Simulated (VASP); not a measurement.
CuO:

```xyz
2
Lattice="2.8363 0.0000 0.0000 -1.4182 2.4563 0.0000 0.0000 0.0000 2.7681" Properties=species:S:1:pos:R:3 pbc="T T T"
Cu    0.0000    0.0000    0.0000
O     1.4182    0.8188    1.3841
```

Base run:

* Program: VASP 6.6.1
* Functional: PBEsol
* Potentials or basis: VASP PAW PBE potentials, release 64 (Cu, O)
* Cutoff: 520 eV
* k mesh: 11 × 11 × 10
* Occupations: fermi-dirac, width 0.05 eV
* Spin: no spin polarisation

Its results: band gap on the k mesh zero (an odd number of electrons rules out a gap without spin polarisation); pressure -9.0 GPa.

The run is repeated on the same cell with these changes: further incar settings from ALGO = Normal; EDIFF = 1e-07; NBANDS = 16 to ALGO = Normal; EDIFF = 1e-06; NBANDS = 16; hubbard terms from none to Cu d U = 5.3 eV. What comes out?

Band gap on the k mesh zero (an odd number of electrons rules out a gap without spin polarisation); pressure -12.3 GPa.

Caveats: the PAW data sets were made with another functional, which shifts forces and pressure a little; an odd number of electrons without spin polarisation forces a metal; a magnetic or distorted state may lie lower; the stress differs along the axes, from -17 to -5 GPa (at least some runs); semilocal functionals often make such compounds metallic where correlation or magnetic order opens a gap, which also shifts bond lengths (at least some runs); the stress differs along the axes, from -21 to -8 GPa (at least some runs); U without spin polarisation on a metal has little footing (at least some runs).
